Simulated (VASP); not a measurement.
# Cu (P6_3/mmc) in VASP: further runs

Runs on Cu. Level: PBE. Tasks: single point, relaxation of shape and atoms at fixed volume.

Everything below comes from runs of VASP 6.6.1. Logs are shortened: lines on timing, memory, paths and dates and some standing lists are left out, and cuts for length are marked.

## (1) The cell of the first run

It takes space group P6_3/mmc (No. 194, hexagonal). Conventional cell: a = 2.558 Å, b = 2.558 Å, c = 4.225 Å, α = 90.00°, β = 90.00°, γ = 120.00°. Within 3.4 Å of Cu (site symmetry -6m2) lie 12 Cu at 2.56 to 2.58 Å.

This isn't the form of Cu at room conditions, which is fcc.

## (2) Single point, PBE

Contents of INCAR:

```
  PREC = Accurate
  ENCUT = 520
  EDIFF = 1E-7
  ISMEAR = -1
  SIGMA = 0.05
  LREAL = F
  LASPH = T
  NELM = 80
  ALGO = Normal
  ISIF = 2
  LWAVE = F
  LCHARG = T
  GGA = PE
  LELF = T
  LVHAR = T
  NBANDS = 18
```

Contents of KPOINTS:

```
regular mesh
0
Gamma
  19 19 10
```

Contents of POSCAR:

```
Cu
1.0
    2.5576158225      0.0000000000      0.0000000000
   -1.2788079112      2.2149602754      0.0000000000
    0.0000000000      0.0000000000      4.2245273094
Cu
2
Direct
    0.3333333333      0.6666666667      0.2500000000
    0.6666666667      0.3333333333      0.7500000000
```

Potentials or basis: VASP PAW PBE potentials, release 64 (Cu).

On the command line:

```bash
$ cat potpaw_PBE.64/Cu/POTCAR > POTCAR
$ mpirun -np 1 vasp_std > vasp.out
```

OUTCAR:

```text
PREC = Accurate
   ENCUT = 520
   EDIFF = 1E-7
   ISMEAR = -1
   LREAL = F
   LASPH = T
   NELM = 80
   ISIF = 2
   GGA = PE

 ion  position               nearest neighbor table
   1  0.333  0.667  0.250-   2 2.58   2 2.58   2 2.58   2 2.58   2 2.58   2 2.58
   2  0.667  0.333  0.750-   1 2.58   1 2.58   1 2.58   1 2.58   1 2.58   1 2.58

  LATTYP: Found a hexagonal cell.
 ALAT       =     2.5576158225
 C/A-ratio  =     1.6517442816

  Lattice vectors:

 A1 = (   2.5576158225,   0.0000000000,   0.0000000000)
 A2 = (  -1.2788079112,   2.2149602754,   0.0000000000)
 A3 = (   0.0000000000,   0.0000000000,   4.2245273094)

Analysis of symmetry for initial positions (statically):
=====================================================================
 Subroutine PRICEL returns:
 Original cell was already a primitive cell.

 Routine SETGRP: Setting up the symmetry group for a
 hexagonal supercell.

 Subroutine GETGRP returns: Found 24 space group operations
 (whereof 12 operations were pure point group operations)
 out of a pool of 24 trial point group operations.

The static configuration has the point symmetry D_3d.
 The point group associated with its full space group is D_6h.

Analysis of symmetry for dynamics (positions and initial velocities):
=====================================================================
 Subroutine PRICEL returns:
 Original cell was already a primitive cell.

 Routine SETGRP: Setting up the symmetry group for a
 hexagonal supercell.

 Subroutine GETGRP returns: Found 24 space group operations
 (whereof 12 operations were pure point group operations)
 out of a pool of 24 trial point group operations.

The dynamic configuration has the point symmetry D_3d.
 The point group associated with its full space group is D_6h.

 Subroutine INISYM returns: Found 24 space group operations
 (whereof 12 operations are pure point group operations),
 and found     1 'primitive' translations

----------------------------------------------------------------------------------------

                                     Primitive cell

  volume of cell :      23.9320

  direct lattice vectors                    reciprocal lattice vectors
     2.557615822  0.000000000  0.000000000     0.390989136  0.225737683  0.000000000
    -1.278807911  2.214960275  0.000000000     0.000000000  0.451475366  0.000000000
     0.000000000  0.000000000  4.224527309     0.000000000  0.000000000  0.236712874

[... 81 lines left out ...]
   ENCUT  =  520.0 eV  38.22 Ry    6.18 a.u.   4.76  4.76  7.85*2*pi/ulx,y,z
   NELM   =     80;   NELMIN=  2; NELMDL= -5     # of ELM steps
   EDIFF  = 0.1E-06   stopping-criterion for ELM
   LREAL  =      F    real-space projection
   EDIFFG = 0.1E-05   stopping-criterion for IOM
   NSW    =      0    number of steps for IOM
   IBRION =     -1    ionic relax: 0-MD 1-quasi-New 2-CG
   NFREE  =      0    steps in history (QN), initial steepest desc. (CG)
   ISIF   =      2    stress and relaxation
   ISYM   =      2    0-nonsym 1-usesym 2-fastsym
   POTIM  = 0.5000    time-step for ionic-motion
   TEBEG  =    0.0;   TEEND  =   0.0 temperature during run
   PSTRESS=    0.0 pullay stress
   NELECT =      22.0000    total number of electrons
   NUPDOWN=      -1.0000    fix difference up-down
   EMIN   =  10.00;   EMAX   =-10.00  energy-range for DOS
   EFERMI =   0.00;   METHOD = LEGACY
   ISMEAR =    -1;   SIGMA  =   0.05  broadening in eV -4-tet -1-fermi 0-gaus
   EFERMI_NEDOS =   21; number of points for ismear=-14 and -15
   IALGO  =     38    algorithm
   IMIX   =      4    mixing-type and parameters
     AMIX     =   0.40;   BMIX     =  1.00
     AMIX_MAG =   1.60;   BMIX_MAG =  1.00
  volume/ion in A,a.u.               =      11.97        80.75
  Fermi-wavevector in a.u.,A,eV,Ry     =   1.591803  3.008071 34.474934  2.533836
  Thomas-Fermi vector in A             =   2.690286
   LORBIT       =      0    0 simple, 1 ext, 2 COOP (PROOUT), +10 PAW based schemes
   GGA     = PE    functional components
   LHFCALC =     F    Hartree Fock is set to
   AEXX    =    0.0000 exact exchange contribution
   IVDW    =     0    specifies the selected vdW correction
   LEPSILON=     F    determine dielectric tensor
   LRPA    =     F    only Hartree local field effects (RPA)
 non-spin polarized calculation
  energy-cutoff  :      520.00
  volume of cell :       23.93
 maximum number of plane-waves:       658
 NGX is ok and might be reduce to    20
   NGX =  9   NGY =  9   NGZ = 15

 number of electron      22.0000008 magnetization

 Free energy of the ion-electron system (eV)
  ---------------------------------------------------
  ext. energy  EPLUGINS =         0.00000000
  ---------------------------------------------------
  free energy    TOTEN  =        -7.44444035 eV

  energy without entropy =       -7.44023686  energy(sigma->0) =       -7.44233861

 E-fermi :   7.4689     XC(G=0): -12.6496

 val. band max:        7.4192185018   @ k =   0.2105   0.1053   0.3000
 cond. band min:       7.4939018446   @ k =   0.4737   0.0526   0.2000
 fundamental gap:      0.0746833428
 Fermi energy:         7.4688758011

 k-point     1 :       0.0000    0.0000    0.0000
  band No.  band energies     occupation
      1      -1.8278      2.00000
      2       2.3938      2.00000
      3       4.3961      2.00000
      4       4.4876      2.00000
      5       4.4876      2.00000
      6       4.6816      2.00000
[... 481 lines left out ...]
      5       4.4068      2.00000
      6       4.5903      2.00000
[... 10 lines left out ...]
     17      21.7388      0.00000
     18      26.7048      0.00000

 [... further k-points ...]

------------------------ aborting loop because EDIFF is reached ----------------------------------------

  FORCE on cell =-STRESS in cart. coord.  units (eV):
  Direction    XX          YY          ZZ          XY          YZ          ZX
  --------------------------------------------------------------------------------------
  -------------------------------------------------------------------------------------
  Total        0.0861925      0.0861925      0.0776615      0.0000000      0.0000000      0.0000000
  in kB        5.7703284      5.7703284      5.1992047      0.0000000      0.0000000      0.0000000
  external PRESSURE =       5.5799539 kB  Pullay stress =       0.0000000 kB

 VOLUME and BASIS-vectors are now :
 -----------------------------------------------------------------------------
  energy-cutoff  :      520.00
  volume of cell :       23.93
      direct lattice vectors                 reciprocal lattice vectors
     2.557615822  0.000000000  0.000000000     0.390989136  0.225737683  0.000000000
    -1.278807911  2.214960275  0.000000000     0.000000000  0.451475366  0.000000000
     0.000000000  0.000000000  4.224527309     0.000000000  0.000000000  0.236712874

 POSITION                                       TOTAL-FORCE (eV/Angst)
 -----------------------------------------------------------------------------------
     -0.00000      1.47664      1.05613         0.000000     -0.000000      0.000000
      1.27881      0.73832      3.16840        -0.000000      0.000000      0.000000
 -----------------------------------------------------------------------------------
    total drift:                               -0.000000      0.000000     -0.000000

  FREE ENERGIE OF THE ION-ELECTRON SYSTEM (eV)
  ---------------------------------------------------
  free  energy   TOTEN  =        -7.4444403495 eV

  energy  without entropy=       -7.4402368634  energy(sigma->0) =       -7.44233861
```

stdout:

```text
POSCAR found type information on POSCAR Cu
 POSCAR found :  1 types and       2 ions
 scaLAPACK will be used
 LDA part: xc-table for (Slater+PW92), standard interpolation
 POSCAR, INCAR and KPOINTS ok, starting setup
 FFT: planning ... GRIDC
 FFT: planning ... GRID_SOFT
 FFT: planning ... GRID
 WAVECAR not read
 entering main loop
```

Run time: 44 s. Hardware: 1 thread of AMD EPYC 9R45 (Zen 5), shared host; peak memory 0.17 GiB.

What came out:

```yaml
Free_energy: -7.4444 eV
Pressure: 0.6 GPa
Band_gap_on_the_k_mesh: zero (bands 11 and 12 overlap by 5.66 eV)
```

Levels at points of the mesh, in eV from the Fermi level:
| k point | band 7 | band 8 | band 9 | band 10 | band 11 | band 12 | band 13 | band 14 | band 15 | band 16 |
| --- | --- | --- | --- | --- | --- | --- | --- | --- | --- | --- |
| (0.00, 0.00, 0.00) | -2.79 | -2.47 | -2.47 | -1.77 | -1.77 | -1.11 | 3.49 | 21.35 | 21.75 | 21.75 |
| (0.00, 0.00, 0.50) | -3.01 | -3.01 | -1.98 | -1.98 | -1.98 | -1.98 | 12.00 | 12.00 | 22.03 | 22.03 |

## (3) Single point, PBE (11.97 Å³/atom)

Contents of INCAR:

```
SYSTEM = Cu
PREC = Accurate
ENCUT = 520
EDIFF = 1E-6
ISMEAR = -1
SIGMA = 0.05
LREAL = .FALSE.
LASPH = .TRUE.
NELM = 100
ALGO = Normal
ISIF = 2
LWAVE = .FALSE.
LCHARG = .FALSE.
GGA = PE
NBANDS = 18
```

Contents of KPOINTS:

```
regular mesh
0
G
  19 19 10
  0 0 0
```

POSCAR is that of step 2.

Potentials or basis: VASP PAW PBE potentials, release 64 (Cu).

On the command line:

```bash
$ cat potpaw_PBE.64/Cu/POTCAR > POTCAR
$ mpirun -np 1 vasp_std > vasp.out
```

Wall time 40 s (1 thread of AMD EPYC 9R45 (Zen 5), shared host); peak memory 0.17 GiB.

It converged, with:

- Free energy: -7.4444 eV
- Pressure: 0.8 GPa
- Band gap on the k mesh: zero (bands 11 and 12 overlap by 5.66 eV)

Levels at points of the mesh, in eV from the Fermi level:
```csv
k point,band 7,band 8,band 9,band 10,band 11,band 12,band 13,band 14,band 15,band 16
"(0.00, 0.00, 0.00)",-2.79,-2.47,-2.47,-1.77,-1.77,-1.11,3.49,21.35,21.75,21.75
"(0.00, 0.00, 0.50)",-3.01,-3.01,-1.98,-1.98,-1.98,-1.98,12.00,12.00,22.03,22.03
```

## (4) Relaxation of shape and atoms at fixed volume, PBE

This run uses another cell than the first one, of 4.79 Å³/atom.

Contents of INCAR:

```
SYSTEM = Cu
PREC     = Accurate       ! precision mode
ENCUT    = 600            ! plane-wave cutoff, eV
EDIFF    = 1E-6           ! SCF threshold, eV
ISMEAR   = -1             ! smearing method
SIGMA    = 0.05           ! smearing width, eV
LREAL    = .False.        ! projectors in reciprocal space
LASPH    = .True.         ! aspherical terms in the spheres
NELM     = 100            ! most SCF steps
ALGO     = Normal         ! electronic algorithm
ISIF     = 4              ! what is computed and relaxed
LWAVE    = .False.        ! write WAVECAR
LCHARG   = .False.        ! write CHGCAR
GGA      = PE             ! functional
IBRION   = 2              ! ionic algorithm
NSW      = 50             ! ionic steps
EDIFFG   = -0.005         ! ionic threshold
```

Contents of KPOINTS:

```
regular mesh
0
Gamma
  19 19 10
  0 0 0
```

Contents of POSCAR:

```
Cu
1.0
    1.8844674503      0.0000000000      0.0000000000
   -0.9422337251      1.6319966846      0.0000000000
    0.0000000000      0.0000000000      3.1126583349
Cu
2
Direct
    0.3333333333      0.6666666667      0.2500000000
    0.6666666667      0.3333333333      0.7500000000
```

On the command line:

```bash
$ cat potpaw_PBE.64/Cu/POTCAR > POTCAR
$ mpirun -np 1 vasp_std > vasp.out
```

It took 67 s on 1 thread of AMD EPYC 9R45 (Zen 5), shared host; peak memory 0.12 GiB.

The run converged, but its numbers aren't listed here, since they failed a check.
